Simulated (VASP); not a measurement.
# Si (Fd-3m) in VASP: further runs

The runs below take Si through single point, relaxation of cell and atoms, with PBE.

Everything below comes from runs of VASP 6.6.1. Logs are shortened: lines on timing, memory, paths and dates and some standing lists are left out, and cuts for length are marked.

## (1) The cell of the first run

It takes space group Fd-3m (No. 227, cubic). Conventional cell: a = 5.470 Å, b = 5.470 Å, c = 5.470 Å, α = 90.00°, β = 90.00°, γ = 90.00°. Si (site symmetry -43m) has 4 Si at 2.37 Å within 3.1 Å.

## (2) Single point, PBE

File INCAR:

```
PREC = Accurate
ENCUT = 500
EDIFF = 1E-6
ISMEAR = 0
SIGMA = 0.02
LREAL = F
LASPH = T
NELM = 120
ALGO = Normal
ISIF = 2
LWAVE = F
LCHARG = F
GGA = PE
NBANDS = 11
GGA_COMPAT = F
```

File KPOINTS:

```
Automatic mesh
0
Gamma
  7 7 7
```

File POSCAR:

```
Si
1.0
    0.0000000000      2.7350695809      2.7350695809
    2.7350695809      0.0000000000      2.7350695809
    2.7350695809      2.7350695809      0.0000000000
Si
2
Direct
    0.7500000000      0.7500000000      0.7500000000
    0.5000000000      0.5000000000      0.5000000000
```

Potentials or basis: VASP PAW PBE potentials, release 64 (Si).

Command:

```console
$ cat potpaw_PBE.64/Si/POTCAR > POTCAR
$ mpirun -np 1 vasp_std > vasp.out
```

OUTCAR:

```text
PREC = Accurate
   ENCUT = 500
   EDIFF = 1E-6
   ISMEAR = 0
   LREAL = F
   LASPH = T
   NELM = 120
   ISIF = 2
   GGA = PE

 ion  position               nearest neighbor table
   1  0.750  0.750  0.750-   2 2.37   2 2.37   2 2.37   2 2.37
   2  0.500  0.500  0.500-   1 2.37   1 2.37   1 2.37   1 2.37

  LATTYP: Found a face centered cubic cell.
 ALAT       =     5.4701391618

  Lattice vectors:

 A1 = (   0.0000000000,   2.7350695809,   2.7350695809)
 A2 = (   2.7350695809,   0.0000000000,   2.7350695809)
 A3 = (   2.7350695809,   2.7350695809,   0.0000000000)

Analysis of symmetry for initial positions (statically):
=====================================================================
 Subroutine PRICEL returns:
 Original cell was already a primitive cell.

 Routine SETGRP: Setting up the symmetry group for a
 face centered cubic supercell.

 Subroutine GETGRP returns: Found 48 space group operations
 (whereof 24 operations were pure point group operations)
 out of a pool of 48 trial point group operations.

The static configuration has the point symmetry T_d .
 The point group associated with its full space group is O_h .

Analysis of symmetry for dynamics (positions and initial velocities):
=====================================================================
 Subroutine PRICEL returns:
 Original cell was already a primitive cell.

 Routine SETGRP: Setting up the symmetry group for a
 face centered cubic supercell.

 Subroutine GETGRP returns: Found 48 space group operations
 (whereof 24 operations were pure point group operations)
 out of a pool of 48 trial point group operations.

The dynamic configuration has the point symmetry T_d .
 The point group associated with its full space group is O_h .

 Subroutine INISYM returns: Found 48 space group operations
 (whereof 24 operations are pure point group operations),
 and found     1 'primitive' translations

----------------------------------------------------------------------------------------

                                     Primitive cell

  volume of cell :      40.9200

  direct lattice vectors                    reciprocal lattice vectors
     0.000000000  2.735069581  2.735069581    -0.182810706  0.182810706  0.182810706
     2.735069581  0.000000000  2.735069581     0.182810706 -0.182810706  0.182810706
     2.735069581  2.735069581  0.000000000     0.182810706  0.182810706 -0.182810706

  length of vectors
     3.867972495  3.867972495  3.867972495     0.316637430  0.316637430  0.316637430

  position of ions in fractional coordinates (direct lattice)
     0.750000000  0.750000000  0.750000000
     0.500000000  0.500000000  0.500000000

  ion indices of the primitive-cell ions
   primitive index   ion index
                 1           1
                 2           2

----------------------------------------------------------------------------------------

 KPOINTS: Automatic mesh

Automatic generation of k-mesh.
 Grid dimensions read from file:
 generate k-points for:    7    7    7

 Generating k-lattice:

  Cartesian coordinates                     Fractional coordinates (reciprocal lattice)
    -0.026115815  0.026115815  0.026115815     0.142857143  0.000000000  0.000000000
     0.026115815 -0.026115815  0.026115815     0.000000000  0.142857143  0.000000000
     0.026115815  0.026115815 -0.026115815     0.000000000  0.000000000  0.142857143

  Length of vectors
     0.045233919  0.045233919  0.045233919

  Shift w.r.t. Gamma in fractional coordinates (k-lattice)
     0.000000000  0.000000000  0.000000000

 Subroutine IBZKPT returns following result:
 ===========================================

 Found     20 irreducible k-points:

 Following reciprocal coordinates:
            Coordinates               Weight
  0.000000  0.000000  0.000000      1.000000
  0.142857  0.000000  0.000000      8.000000
  0.285714  0.000000  0.000000      8.000000
  0.428571  0.000000  0.000000      8.000000
  0.142857  0.142857  0.000000      6.000000
  0.285714  0.142857  0.000000     24.000000
[... 12 lines left out ...]
 -0.428571  0.428571  0.142857     24.000000
 -0.285714  0.428571  0.142857     24.000000
   k-points           NKPTS =     20   k-points in BZ     NKDIM =     20   number of bands    NBANDS=     11
   number of dos      NEDOS =    301   number of ions     NIONS =      2
   total plane-waves  NPLWV =  21952
   dimension x,y,z NGX =    28 NGY =   28 NGZ =   28
   dimension x,y,z NGXF=    56 NGYF=   56 NGZF=   56
   ions per type =               2
   NGX,Y,Z   is equivalent  to a cutoff of  12.03, 12.03, 12.03 a.u.
   NGXF,Y,Z  is equivalent  to a cutoff of  24.07, 24.07, 24.07 a.u.
 SYSTEM =  unknown system
   PREC   = accura    normal or accurate (medium, high low for compatibility)
   ISTART =      0    job   : 0-new  1-cont  2-samecut
   ICHARG =      2    charge: 1-file 2-atom 10-const
   ISPIN  =      1    spin polarized calculation?
   LNONCOLLINEAR =      F non collinear calculations
   LSORBIT =      F    spin-orbit coupling
   LASPH  =      T    aspherical Exc in radial PAW
   ENCUT  =  500.0 eV  36.75 Ry    6.06 a.u.   7.05  7.05  7.05*2*pi/ulx,y,z
   NELM   =    120;   NELMIN=  2; NELMDL= -5     # of ELM steps
   EDIFF  = 0.1E-05   stopping-criterion for ELM
   LREAL  =      F    real-space projection
   EDIFFG = 0.1E-04   stopping-criterion for IOM
   NSW    =      0    number of steps for IOM
   IBRION =     -1    ionic relax: 0-MD 1-quasi-New 2-CG
   NFREE  =      0    steps in history (QN), initial steepest desc. (CG)
   ISIF   =      2    stress and relaxation
   ISYM   =      2    0-nonsym 1-usesym 2-fastsym
   POTIM  = 0.5000    time-step for ionic-motion
   TEBEG  =    0.0;   TEEND  =   0.0 temperature during run
   PSTRESS=    0.0 pullay stress
   NELECT =       8.0000    total number of electrons
   NUPDOWN=      -1.0000    fix difference up-down
   EMIN   =  10.00;   EMAX   =-10.00  energy-range for DOS
   EFERMI =   0.00;   METHOD = LEGACY
   ISMEAR =     0;   SIGMA  =   0.02  broadening in eV -4-tet -1-fermi 0-gaus
   EFERMI_NEDOS =   21; number of points for ismear=-14 and -15
   IALGO  =     38    algorithm
   IMIX   =      4    mixing-type and parameters
     AMIX     =   0.40;   BMIX     =  1.00
     AMIX_MAG =   1.60;   BMIX_MAG =  1.00
  volume/ion in A,a.u.               =      20.46       138.07
  Fermi-wavevector in a.u.,A,eV,Ry     =   0.950152  1.795527 12.283189  0.902789
  Thomas-Fermi vector in A             =   2.078502
   LORBIT       =      0    0 simple, 1 ext, 2 COOP (PROOUT), +10 PAW based schemes
   GGA     = PE    functional components
   LHFCALC =     F    Hartree Fock is set to
   AEXX    =    0.0000 exact exchange contribution
   IVDW    =     0    specifies the selected vdW correction
   LEPSILON=     F    determine dielectric tensor
   LRPA    =     F    only Hartree local field effects (RPA)
 non-spin polarized calculation
 Gauss-broadening in eV      SIGMA  =   0.02
  energy-cutoff  :      500.00
  volume of cell :       40.92
 maximum number of plane-waves:      1051
   NGX = 15   NGY = 15   NGZ = 15

 number of electron       8.0000000 magnetization

 Free energy of the ion-electron system (eV)
  ---------------------------------------------------
  ext. energy  EPLUGINS =         0.00000000
  ---------------------------------------------------
  free energy    TOTEN  =       -10.84059123 eV

  energy without entropy =      -10.84059123  energy(sigma->0) =      -10.84059123

 E-fermi :   5.7654     XC(G=0):  -9.3224

 val. band max:        5.6116656982   @ k =   0.0000   0.0000   0.0000
 cond. band min:       6.2234741573   @ k =   0.4286   0.4286   0.0000
 fundamental gap:      0.6118084591
 Fermi energy:         5.7654089594

 k-point     1 :       0.0000    0.0000    0.0000
  band No.  band energies     occupation
      1      -6.1984      2.00000
      2       5.6117      2.00000
      3       5.6117      2.00000
      4       5.6117      2.00000
      5       8.1670      0.00000
      6       8.1670      0.00000
      7       8.1670      0.00000
      8       8.7369      0.00000
      9      13.3188      0.00000
     10      13.3188      0.00000
     11      13.4855      0.00000

 k-point     2 :       0.1429    0.0000    0.0000
  band No.  band energies     occupation
      1      -5.9372      2.00000
      2       3.6918      2.00000
      3       5.2624      2.00000
      4       5.2624      2.00000
      5       7.9866      0.00000
      6       8.6779      0.00000
      7       8.6779      0.00000
      8      10.4551      0.00000
      9      12.7703      0.00000
     10      12.7703      0.00000
     11      14.4313      0.00000

 k-point     3 :       0.2857    0.0000    0.0000
  band No.  band energies     occupation
      1      -5.1854      2.00000
      2       1.1104      2.00000
      3       4.7550      2.00000
      4       4.7550      2.00000
      5       7.4430      0.00000
      6       9.1349      0.00000
      7       9.1349      0.00000
      8      12.9178      0.00000
      9      13.0493      0.00000
     10      13.0493      0.00000
     11      14.4349      0.00000

 k-point     4 :       0.4286    0.0000    0.0000
  band No.  band energies     occupation
      1      -4.1689      2.00000
      2      -0.8826      2.00000
      3       4.4699      2.00000
      4       4.4699      2.00000
      5       7.1172      0.00000
      6       8.9983      0.00000
      7       8.9983      0.00000
      8      13.3692      0.00000
      9      15.0316      0.00000
     10      15.0316      0.00000
     11      15.9892      0.00000
[... 183 lines left out ...]
 k-point    18 :      -0.4286    0.2857    0.1429
  band No.  band energies     occupation
      1      -3.4955      2.00000
      2      -0.7578      2.00000
      3       1.9982      2.00000
      4       3.3385      2.00000
      5       8.6702      0.00000
      6       9.0741      0.00000
      7      11.0337      0.00000
      8      12.1364      0.00000
      9      13.8573      0.00000
     10      15.4963      0.00000
     11      17.7037      0.00000

 k-point    19 :      -0.4286    0.4286    0.1429
  band No.  band energies     occupation
      1      -2.9616      2.00000
      2      -1.0870      2.00000
      3       2.0933      2.00000
      4       2.4980      2.00000
      5       7.8291      0.00000
      6       8.1995      0.00000
      7      11.6952      0.00000
      8      14.1642      0.00000
      9      14.6661      0.00000
     10      16.5346      0.00000
     11      17.9309      0.00000

 k-point    20 :      -0.2857    0.4286    0.1429
  band No.  band energies     occupation
      1      -2.5369      2.00000
      2      -1.4755      2.00000
      3       1.4714      2.00000
      4       2.5872      2.00000
      5       8.3501      0.00000
      6      10.4402      0.00000
      7      11.1836      0.00000
      8      11.3409      0.00000
      9      14.5770      0.00000
     10      15.7404      0.00000
     11      18.6411      0.00000

------------------------ aborting loop because EDIFF is reached ----------------------------------------

  FORCE on cell =-STRESS in cart. coord.  units (eV):
  Direction    XX          YY          ZZ          XY          YZ          ZX
  --------------------------------------------------------------------------------------
  -------------------------------------------------------------------------------------
  Total       -0.0136655     -0.0136655     -0.0136655      0.0000000      0.0000000     -0.0000000
  in kB       -0.5350565     -0.5350565     -0.5350565      0.0000000      0.0000000     -0.0000000
  external PRESSURE =      -0.5350565 kB  Pullay stress =       0.0000000 kB

 VOLUME and BASIS-vectors are now :
 -----------------------------------------------------------------------------
  energy-cutoff  :      500.00
  volume of cell :       40.92
      direct lattice vectors                 reciprocal lattice vectors
     0.000000000  2.735069581  2.735069581    -0.182810706  0.182810706  0.182810706
     2.735069581  0.000000000  2.735069581     0.182810706 -0.182810706  0.182810706
     2.735069581  2.735069581  0.000000000     0.182810706  0.182810706 -0.182810706

 POSITION                                       TOTAL-FORCE (eV/Angst)
 -----------------------------------------------------------------------------------
      4.10260      4.10260      4.10260        -0.000000     -0.000000     -0.000000
      2.73507      2.73507      2.73507         0.000000      0.000000      0.000000
 -----------------------------------------------------------------------------------
    total drift:                                0.000000      0.000000     -0.000000

  FREE ENERGIE OF THE ION-ELECTRON SYSTEM (eV)
  ---------------------------------------------------
  free  energy   TOTEN  =       -10.8405912284 eV

  energy  without entropy=      -10.8405912284  energy(sigma->0) =      -10.84059123
```

Run time: 4.6 s. Hardware: 1 thread of Intel Xeon 6975P-C (Granite Rapids), shared host; peak memory 0.14 GiB.

Results:

* Free energy: -10.8406 eV
* Pressure: -0.1 GPa
* Band gap on the k mesh: 0.61 eV, indirect (least direct gap 2.56 eV)

A k mesh can miss the band edges.

## (3) Relaxation of cell and atoms, PBE

This run uses another cell than the first one, of 19.98 Å³/atom, 0.977 times its volume.

File INCAR:

```
SYSTEM = Si
ALGO = Normal
EDIFF = 1E-7
EDIFFG = -0.03
ENCUT = 500
GGA = PE
GGA_COMPAT = .FALSE.
IBRION = 2
ISIF = 3
ISMEAR = 0
LASPH = .TRUE.
LCHARG = .FALSE.
LREAL = .FALSE.
LWAVE = .FALSE.
NELM = 120
NELMIN = 4
NSW = 80
PREC = Accurate
SIGMA = 0.02
```

File KPOINTS:

```
k-points
0
G
  7 7 7
  0 0 0
```

File POSCAR:

```
Si
1.0
    0.0000000000      2.7135600000      2.7135600000
    2.7135600000      0.0000000000      2.7135600000
    2.7135600000      2.7135600000      0.0000000000
Si
2
Direct
    0.7500000000      0.7500000000      0.7500000000
    0.5000000000      0.5000000000      0.5000000000
```

Potentials or basis: VASP PAW PBE potentials, release 64 (Si).

Command:

```console
$ cat potpaw_PBE.64/Si/POTCAR > POTCAR
$ mpirun -np 1 vasp_std > vasp.out
```

Run time: 7.9 s. Hardware: 1 thread of Intel Xeon 6975P-C (Granite Rapids), shared host; peak memory 0.14 GiB.

It converged, with:

* Free energy: -10.8405 eV
* Relaxed volume: 20.45 Å³/atom
* Relaxed cell: a = 3.867 Å, b = 3.867 Å, c = 3.867 Å, α = 60.00°, β = 60.00°, γ = 60.00°
* Space group after relaxing (to 0.05 Å): Fd-3m (No. 227)
* Energy gained by relaxing: 3.1 meV/atom
* Ionic steps: 3
* Pressure after relaxing: 0.0 GPa
* Band gap on the k mesh: 0.61 eV, indirect (least direct gap 2.56 eV)

The path:
```csv
step,energy change (eV),largest force (eV/Å),pressure (GPa),volume (Å³)
1,0.0000,0.0000,2.16,39.96
2,-0.0033,0.0000,-1.35,41.54
3,-0.0061,0.0000,0.00,40.89
```

Final structure:
```xyz
2
Lattice="0.0000 2.7344 2.7344 2.7344 0.0000 2.7344 2.7344 2.7344 0.0000" Properties=species:S:1:pos:R:3 pbc="T T T"
Si    4.1016    4.1016    4.1016
Si    2.7344    2.7344    2.7344
```

Levels at points of the mesh, in eV from the valence-band top:
```csv
k point,band 1,band 2,band 3,band 4,band 5,band 6,band 7,band 8
"(0.00, 0.00, 0.00)",-11.81,0.00,0.00,0.00,2.56,2.56,2.56,3.13
```
